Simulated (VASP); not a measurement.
# BaTe (Fm-3m) in VASP: further runs

Aim: see how the results for BaTe move with the level of theory and the settings. Levels: PBE, HSE06. Tasks: single point.

Program: VASP 6.6.1. These are calculated values, not measurements. Logs are shortened: lines on timing, memory, paths and dates and some standing lists are left out, and cuts for length are marked.

## Step 1: The cell of the first run

The structure is cubic, space group Fm-3m (No. 225). The conventional cell has a = 7.067 Å, b = 7.067 Å, c = 7.067 Å, α = 90.00°, β = 90.00°, γ = 90.00°. Within 4.6 Å of Ba (site symmetry m-3m) lie 6 Te at 3.53 Å. Te (site symmetry m-3m) has 6 Ba at 3.53 Å within 4.6 Å.

## Step 2: Single point, PBE, non-collinear spin, zero start, spin-orbit coupling

The input, INCAR:

```
PREC = Accurate ; ENCUT = 520
EDIFF = 1E-6 ; ISMEAR = 0
SIGMA = 0.01 ; LREAL = F
LASPH = T ; NELM = 150
ALGO = Normal ; ISIF = 2
LWAVE = F ; LCHARG = T
MAGMOM = 0 0 0 0 0 0 ; LORBIT = 11
LSORBIT = T ; GGA_COMPAT = F
LORBMOM = T ; GGA = PE
LVHAR = T ; NBANDS = 28
```

The input, KPOINTS:

```
Automatic mesh
0
Gamma
  6 6 6
```

The input, POSCAR:

```
BaTe
1.0
    0.0000000000      3.5333946272      3.5333946272
    3.5333946272      0.0000000000      3.5333946272
    3.5333946272      3.5333946272      0.0000000000
Ba Te
1 1
Direct
    0.0000000000      0.0000000000      0.0000000000
    0.5000000000      0.5000000000      0.5000000000
```

Potentials or basis: VASP PAW PBE potentials, release 64 (Ba_sv, Te).

Started as:

```console
> cat potpaw_PBE.64/Ba_sv/POTCAR potpaw_PBE.64/Te/POTCAR > POTCAR
> mpirun -np 1 vasp_ncl > vasp.out
```

OUTCAR:

```text
PREC = Accurate
   ENCUT = 520
   EDIFF = 1E-6
   ISMEAR = 0
   LREAL = F
   LASPH = T
   NELM = 150
   ISIF = 2
   LORBIT = 11
   LSORBIT = T
   GGA = PE

 ion  position               nearest neighbor table
   1  0.000  0.000  0.000-   2 3.53   2 3.53   2 3.53   2 3.53   2 3.53   2 3.53
   2  0.500  0.500  0.500-   1 3.53   1 3.53   1 3.53   1 3.53   1 3.53   1 3.53

  LATTYP: Found a face centered cubic cell.
 ALAT       =     7.0667892544

  Lattice vectors:

 A1 = (   0.0000000000,   3.5333946272,   3.5333946272)
 A2 = (   3.5333946272,   0.0000000000,   3.5333946272)
 A3 = (   3.5333946272,   3.5333946272,   0.0000000000)

Analysis of symmetry for initial positions (statically):
=====================================================================
 Subroutine PRICEL returns:
 Original cell was already a primitive cell.

 Routine SETGRP: Setting up the symmetry group for a
 face centered cubic supercell.

 Subroutine GETGRP returns: Found 48 space group operations
 (whereof 48 operations were pure point group operations)
 out of a pool of 48 trial point group operations.

The static configuration has the point symmetry O_h .

Analysis of symmetry for dynamics (positions and initial velocities):
=====================================================================
 Subroutine PRICEL returns:
 Original cell was already a primitive cell.

 Routine SETGRP: Setting up the symmetry group for a
 face centered cubic supercell.

 Subroutine GETGRP returns: Found 48 space group operations
 (whereof 48 operations were pure point group operations)
 out of a pool of 48 trial point group operations.

The dynamic configuration has the point symmetry O_h .

Analysis of structural, dynamic, and magnetic symmetry:
=====================================================================
 Subroutine PRICEL returns:
 Original cell was already a primitive cell.

 Routine SETGRP: Setting up the symmetry group for a
 face centered cubic supercell.

 Subroutine GETGRP returns: Found 48 space group operations
 (whereof 48 operations were pure point group operations)
 out of a pool of 48 trial point group operations.

The overall configuration has the point symmetry O_h .

 Subroutine INISYM returns: Found 48 space group operations
 (whereof 48 operations are pure point group operations),
 and found     1 'primitive' translations

----------------------------------------------------------------------------------------

                                     Primitive cell

  volume of cell :      88.2280

  direct lattice vectors                    reciprocal lattice vectors
     0.000000000  3.533394627  3.533394627    -0.141506979  0.141506979  0.141506979
     3.533394627  0.000000000  3.533394627     0.141506979 -0.141506979  0.141506979
     3.533394627  3.533394627  0.000000000     0.141506979  0.141506979 -0.141506979

  length of vectors
     4.996974603  4.996974603  4.996974603     0.245097278  0.245097278  0.245097278

  position of ions in fractional coordinates (direct lattice)
     0.000000000  0.000000000  0.000000000
     0.500000000  0.500000000  0.500000000

  ion indices of the primitive-cell ions
   primitive index   ion index
                 1           1
                 2           2

----------------------------------------------------------------------------------------

 KPOINTS: Automatic mesh

Automatic generation of k-mesh.
 Grid dimensions read from file:
 generate k-points for:    6    6    6

 Generating k-lattice:

  Cartesian coordinates                     Fractional coordinates (reciprocal lattice)
    -0.023584497  0.023584497  0.023584497     0.166666667  0.000000000  0.000000000
[... 86 lines left out ...]
   NGX = 19   NGY = 19   NGZ = 19

 number of electron      16.0000000 magnetization       0.0000000      0.0000000      0.0000000

 number of electron      16.0000000 magnetization      -0.0000000      0.0000000     -0.0000000

 number of electron      16.0000000 magnetization       0.0000000     -0.0000000      0.0000000

 Free energy of the ion-electron system (eV)
  ---------------------------------------------------
  ext. energy  EPLUGINS =         0.00000000
  ---------------------------------------------------
  free energy    TOTEN  =        -8.91853129 eV

  energy without entropy =       -8.91853129  energy(sigma->0) =       -8.91853129

 E-fermi :   2.4288     XC(G=0):  -8.1346

 val. band max:        2.3682219262   @ k =   0.0000   0.0000   0.0000
 cond. band min:       3.6749706583   @ k =   0.5000   0.5000   0.0000
 fundamental gap:      1.3067487321
 Fermi energy:         2.4288342316

 k-point     1 :       0.0000    0.0000    0.0000
  band No.  band energies     occupation
      1     -24.9963      1.00000
      2     -24.9963      1.00000
      3     -11.4763      1.00000
      4     -11.4763      1.00000
      5      -9.5223      1.00000
      6      -9.5223      1.00000
[... 485 lines left out ...]
     27       8.4302      0.00000
     28       8.4302      0.00000

------------------------ aborting loop because EDIFF is reached ----------------------------------------

  FORCE on cell =-STRESS in cart. coord.  units (eV):
  Direction    XX          YY          ZZ          XY          YZ          ZX
  --------------------------------------------------------------------------------------
  -------------------------------------------------------------------------------------
  Total        0.1534953      0.1534953      0.1534953      0.0000000      0.0000000     -0.0000000
  in kB        2.7873999      2.7873999      2.7873999      0.0000000      0.0000000     -0.0000000
  external PRESSURE =       2.7873999 kB  Pullay stress =       0.0000000 kB

 VOLUME and BASIS-vectors are now :
 -----------------------------------------------------------------------------
  energy-cutoff  :      520.00
  volume of cell :       88.23
      direct lattice vectors                 reciprocal lattice vectors
     0.000000000  3.533394627  3.533394627    -0.141506979  0.141506979  0.141506979
     3.533394627  0.000000000  3.533394627     0.141506979 -0.141506979  0.141506979
     3.533394627  3.533394627  0.000000000     0.141506979  0.141506979 -0.141506979

 POSITION                                       TOTAL-FORCE (eV/Angst)
 -----------------------------------------------------------------------------------
      0.00000      0.00000      0.00000         0.000000      0.000000      0.000000
      3.53339      3.53339      3.53339        -0.000000      0.000000     -0.000000
 -----------------------------------------------------------------------------------
    total drift:                                0.000000     -0.000000     -0.000000

  FREE ENERGIE OF THE ION-ELECTRON SYSTEM (eV)
  ---------------------------------------------------
  free  energy   TOTEN  =        -8.9185312896 eV

  energy  without entropy=       -8.9185312896  energy(sigma->0) =       -8.91853129

 orbital moment (x)

 # of ion     p       d       tot
 ----------------------------------------
  1         0.000   0.000   0.000
  2         0.000   0.000   0.000
 ----------------------------------------
            0.000   0.000   0.000

 orbital moment (y)

 # of ion     p       d       tot
 ----------------------------------------
  1         0.000   0.000   0.000
  2         0.000  -0.000  -0.000
 ----------------------------------------
            0.000   0.000   0.000

 orbital moment (z)

 # of ion     p       d       tot
 ----------------------------------------
  1         0.000   0.000   0.000
  2         0.000   0.000   0.000
 ----------------------------------------
            0.000   0.000   0.000

 Spin-Orbit-Coupling matrix elements

 Ion:    1  E_soc:     -0.3946073
 l=   1
     0.0000000    -0.0652574    -0.0652574
    -0.0652574     0.0000000    -0.0652574
    -0.0652574    -0.0652574     0.0000000
 l=   2
     0.0000000     0.0000210     0.0000000     0.0000210    -0.0005314
     0.0000210     0.0000000    -0.0003986     0.0000210    -0.0001329
     0.0000000    -0.0003986     0.0000000    -0.0003986     0.0000000
     0.0000210     0.0000210    -0.0003986     0.0000000    -0.0001329
    -0.0005314    -0.0001329     0.0000000    -0.0001329     0.0000000
 l=   3
     0.0000000     0.0000000     0.0000000     0.0000000     0.0000000     0.0000000     0.0000000
     0.0000000     0.0000000     0.0000000     0.0000000     0.0000000     0.0000000     0.0000000
     0.0000000     0.0000000     0.0000000     0.0000000     0.0000000     0.0000000     0.0000000
     0.0000000     0.0000000     0.0000000     0.0000000     0.0000000     0.0000000     0.0000000
     0.0000000     0.0000000     0.0000000     0.0000000     0.0000000     0.0000000     0.0000000
     0.0000000     0.0000000     0.0000000     0.0000000     0.0000000     0.0000000     0.0000000
     0.0000000     0.0000000     0.0000000     0.0000000     0.0000000     0.0000000     0.0000000

 Ion:    2  E_soc:     -0.1887963
 l=   1
     0.0000000    -0.0314644    -0.0314644
    -0.0314644     0.0000000    -0.0314644
    -0.0314644    -0.0314644     0.0000000
 l=   2
     0.0000000    -0.0000031     0.0000000    -0.0000031     0.0000015
    -0.0000031     0.0000000     0.0000011    -0.0000031     0.0000004
     0.0000000     0.0000011     0.0000000     0.0000011     0.0000000
    -0.0000031    -0.0000031     0.0000011     0.0000000     0.0000004
     0.0000015     0.0000004     0.0000000     0.0000004     0.0000000
 l=   3
     0.0000000     0.0000000     0.0000000     0.0000000     0.0000000     0.0000000     0.0000000
     0.0000000     0.0000000     0.0000000     0.0000000     0.0000000     0.0000000     0.0000000
     0.0000000     0.0000000     0.0000000     0.0000000     0.0000000     0.0000000     0.0000000
     0.0000000     0.0000000     0.0000000     0.0000000     0.0000000     0.0000000     0.0000000
     0.0000000     0.0000000     0.0000000     0.0000000     0.0000000     0.0000000     0.0000000
     0.0000000     0.0000000     0.0000000     0.0000000     0.0000000     0.0000000     0.0000000
     0.0000000     0.0000000     0.0000000     0.0000000     0.0000000     0.0000000     0.0000000

 total charge

# of ion       s       p       d       tot
------------------------------------------
    1        2.008   5.606   0.257   7.872
    2        1.341   2.119   0.003   3.463
--------------------------------------------------
tot          3.349   7.725   0.260  11.334

 magnetization (x)

# of ion       s       p       d       tot
------------------------------------------
    1        0.000   0.000   0.000   0.000
    2        0.000  -0.000   0.000  -0.000
--------------------------------------------------
tot          0.000  -0.000   0.000  -0.000

 magnetization (y)

# of ion       s       p       d       tot
------------------------------------------
    1        0.000   0.000   0.000   0.000
    2        0.000   0.000  -0.000  -0.000
--------------------------------------------------
tot          0.000   0.000  -0.000  -0.000

 magnetization (z)

# of ion       s       p       d       tot
------------------------------------------
    1       -0.000   0.000   0.000   0.000
    2        0.000  -0.000   0.000  -0.000
--------------------------------------------------
tot          0.000  -0.000   0.000  -0.000
```

It took 54 s on 1 thread of Intel Xeon Platinum 8559C (Emerald Rapids), shared host; peak memory 0.49 GiB.

What came out:

```
Free energy                                           : -8.9185 eV
Pressure                                              : 0.3 GPa
Net moment                                            : 0.00 μB per cell
Valence electrons inside the program's atomic spheres : Ba 7.87; Te 3.46
```

Moments on the atoms (μB; x, y, z):
```
Ba  0.00 0.00 0.00
Te  0.00 0.00 0.00
```

## Step 3: Single point, HSE06

This run uses another cell than the first one, of 43.76 Å³/atom.

The input, POSCAR:

```
BaTe
1.0
    0.0000000000      3.5238016896      3.5238016896
    3.5238016896      0.0000000000      3.5238016896
    3.5238016896      3.5238016896      0.0000000000
Ba Te
1 1
Direct
    0.0000000000      0.0000000000      0.0000000000
    0.5000000000      0.5000000000      0.5000000000
```

The input, INCAR.step1:

```
SYSTEM = BaTe
  PREC = Accurate
  ENCUT = 520
  EDIFF = 1E-5
  ISMEAR = -1
  SIGMA = 0.02
  LREAL = .False.
  LASPH = .True.
  NELM = 100
  ALGO = Normal
  ISIF = 2
  LWAVE = .True.
  LCHARG = .False.
  GGA = PE
  NBANDS = 15
```

The input, INCAR.step2:

```
SYSTEM = BaTe
  PREC = Accurate
  ENCUT = 520
  EDIFF = 1E-6
  ISMEAR = -1
  SIGMA = 0.02
  LREAL = .False.
  LASPH = .True.
  NELM = 100
  ALGO = Normal
  ISIF = 2
  LWAVE = .False.
  LCHARG = .False.
  GGA = PE
  LHFCALC = .True.
  HFSCREEN = 0.2079
  PRECFOCK = Normal
  ISTART = 1
  NBANDS = 15
```

The input, KPOINTS:

```
Automatic mesh
0
Gamma
  4 4 4
  0 0 0
```

Potentials or basis: VASP PAW PBE potentials, release 64 (Ba_sv, Te).

Started as:

```console
> cat potpaw_PBE.64/Ba_sv/POTCAR potpaw_PBE.64/Te/POTCAR > POTCAR
> cp INCAR.step1 INCAR
> mpirun -np 1 vasp_std > vasp.out
> cp INCAR.step2 INCAR
> mpirun -np 1 vasp_std > vasp.out
```

Wall time 5.4 min (1 thread of Intel Xeon Platinum 8559C (Emerald Rapids), shared host); peak memory 0.35 GiB.

The run converged. Its results:

```
Free energy            : -9.8002 eV
Pressure               : 0.2 GPa
Band gap on the k mesh : 2.28 eV (least direct gap 2.71 eV)
```

Levels at points of the mesh, in eV from the valence-band top:
| k point | band 4 | band 5 | band 6 | band 7 | band 8 | band 9 | band 10 | band 11 | band 12 | band 13 |
| --- | --- | --- | --- | --- | --- | --- | --- | --- | --- | --- |
| (0.00, 0.00, 0.00) | -13.07 | -10.34 | 0.00 | 0.00 | 0.00 | 3.57 | 3.78 | 3.78 | 3.78 | 4.39 |
| (0.50, 0.00, 0.00) | -13.07 | -9.54 | -2.35 | -1.15 | -1.15 | 4.89 | 5.70 | 5.89 | 5.89 | 7.79 |
| (0.50, 0.50, 0.00) | -13.15 | -10.10 | -1.26 | -0.43 | -0.43 | 2.28 | 5.34 | 5.41 | 6.51 | 6.77 |

Caveat: the PAW data sets were made with another functional, which shifts forces and pressure a little; spin-orbit coupling is left out, which moves the levels of the heavy elements.
